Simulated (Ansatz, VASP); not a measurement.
## C: VASP beside Ansatz

```xyz
4
Lattice="-2.4647 0.0000 0.0000 0.0000 0.0000 -3.5720 0.0000 -4.2689 0.0000" Properties=species:S:1:pos:R:3 pbc="T T T"
C    -1.2323   -0.8195    0.0000
C     0.0000   -2.8579    0.0000
C     0.0000   -1.3150    0.0000
C    -1.2323   -3.5454    0.0000
```

Change from the starting cell: mode 8 frozen in at -0.048 Å and mode 12 at -0.060 Å (largest displacements).

Alike in both runs: task single point; functional PBE; dispersion D3(BJ); k mesh 18 × 12 × 10; occupations gaussian, width 0.15 eV; no spin polarisation.

```csv
,VASP,Ansatz
version,VASP 6.6.1,Ansatz 0.2.0
potentials or method,"VASP PAW PBE potentials, release 64 (C), cutoff 520 eV","scalar-relativistic, plane waves, PAW"
valence electrons in the cell,16,16
```

```csv
,VASP,Ansatz,Ansatz less VASP
gap on the k mesh at the Fermi level (eV),none,none,-
pressure (GPa),7.0,6.7,-0.29
"traceless stress, the component that is largest in VASP (GPa)",17.15,16.80,-0.352
rms of the force components (eV/Å),3.782,3.787,+0.0050
```

Atom by atom the forces differ by 0.012 eV/Å (rms over components). A gap of «none» marks a metal or a gap that the smearing closes.
